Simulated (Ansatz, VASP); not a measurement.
Hf in VASP and in Ansatz

```
Hf
1.0
     3.20067    0.00000    0.00000
    -1.60033    2.77186    0.00000
     0.00000    0.00000    5.06656
Hf
2
Direct
  0.33333 0.66667 0.25000
  0.66667 0.33333 0.75000
```

Alike in both runs: functional PBE; k mesh 15 × 15 × 8; occupations fermi-dirac, width 0.05 eV; non-collinear spin, spin-orbit coupling.

Ansatz relaxed the structure, and its values are those at the end. VASP's run is a single point on that final structure, the one shown.

```csv
,VASP,Ansatz
version,VASP 6.6.1,Ansatz 0.2.0
potentials or method,"VASP PAW PBE potentials, release 64 (Hf_pv), cutoff 520 eV",all-electron LAPW
```

```csv
,VASP,Ansatz,Ansatz less VASP
pressure (GPa),-0.4,0.0,+0.49
net moment per atom (μB),0.00,0.00,0.000
```

Ansatz ran all-electron here, and VASP with PAW potentials.
